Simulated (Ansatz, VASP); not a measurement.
**MgS in VASP and in Ansatz**

```
CELL_PARAMETERS angstrom
4.29554 0.00000 0.00000
-2.14777 3.72005 0.00000
0.00000 0.00000 5.28509
ATOMIC_POSITIONS crystal
Mg 0.33333 0.66667 0.25000
Mg 0.66667 0.33333 0.75000
S 0.66667 0.33333 0.25000
S 0.33333 0.66667 0.75000
```

Alike in both runs: task single point; functional PBE; k mesh 12 × 12 × 6; no spin polarisation.

|  | VASP | Ansatz |
| --- | --- | --- |
| version | VASP 6.6.1 | Ansatz 0.2.0 |
| potentials or method | VASP PAW PBE potentials, release 64 (Mg, S) | plane waves, PAW |
| plane-wave cutoff (eV) | 520 | 420 |
| occupations | gaussian, width 0.01 eV | fixed |
| valence electrons in the cell | 16 | 32 |

|  | VASP | Ansatz | Ansatz less VASP |
| --- | --- | --- | --- |
| gap on the k mesh at the Fermi level (eV) | 3.00 | 3.00 | +0.007 |
| pressure (GPa) | 0.9 | 1.1 | +0.20 |

VASP's potentials hold 16 valence electrons a cell and Ansatz's 32, so a difference there can come from the potentials and not from the codes.
